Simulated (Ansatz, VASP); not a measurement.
**Two plane-wave programs on Mg**

Contents of INCAR:

```
ALGO = Fast
EDIFF = 1E-6
EDIFFG = -0.02
ENCUT = 600
GGA = PE
IBRION = 2
ISIF = 3
ISMEAR = 0
LASPH = True
LCHARG = False
LREAL = False
LWAVE = False
NELM = 100
NSW = 90
PREC = Accurate
SIGMA = 0.1
```

File KPOINTS:

```
k-points
0
Gamma
  14 14 14
```

The input POSCAR:

```
Mg
1.0
   -1.7727644967      1.7727644967      1.7727644967
    1.7727644967     -1.7727644967      1.7727644967
    1.7727644967      1.7727644967     -1.7727644967
Mg
1
Direct
    0.0000000000      0.0000000000      0.0000000000
```

Input for Ansatz:

```yaml
crystal:
  lattice:
    - [-1.7727644967, 1.7727644967, 1.7727644967]
    - [1.7727644967, -1.7727644967, 1.7727644967]
    - [1.7727644967, 1.7727644967, -1.7727644967]
  atoms:
    - { symbol: Mg, position: [0.0, 0.0, 0.0] }
basis:
  ecutwfc: 420
kpoints:
  mp_grid: { grid: [14, 14, 14] }
hamiltonian:
  xc: pbe
scf:
  occupations: { method: gaussian, width: 0.1 }
output:
  forces: true
  stress: true
  eigenvalues: true
  write_density: true
  write_potential: true
  elf: true
  volumetric_format: npy
relax:
  adjacent_minimum: "off"
  f_tol: 0.02
  max_steps: 70
  cell: { stress_tol: 0.1 }
```

Alike in both runs: task relaxation of cell and atoms; functional PBE; k mesh 14 × 14 × 14; occupations gaussian, width 0.1 eV; no spin polarisation.

```csv
,VASP,Ansatz
version,VASP 6.6.1,Ansatz 0.2.0
potentials or method,"VASP PAW PBE potentials, release 64 (Mg), cutoff 600 eV","scalar-relativistic, plane waves, PAW"
valence electrons in the cell,2,10
```

Ansatz gave:

| Item | Value |
| --- | --- |
| gap on the k mesh at the Fermi level, each at its own relaxed structure (eV) | none |
| relaxed volume (Å³/atom) | 22.92 |
| relaxed length of the cell vector where the two differ most in proportion (Å) | 3.099 |

Problem. Which values does VASP return?

Solution. gap on the k mesh at the Fermi level, each at its own relaxed structure (eV): none; relaxed volume (Å³/atom): 22.85; relaxed length of the cell vector where the two differ most in proportion (Å): 3.096.

A gap of «none» marks a metal or a gap that the smearing closes. VASP's potentials hold 2 valence electrons a cell and Ansatz's 10, so a difference there can come from the potentials and not from the codes.
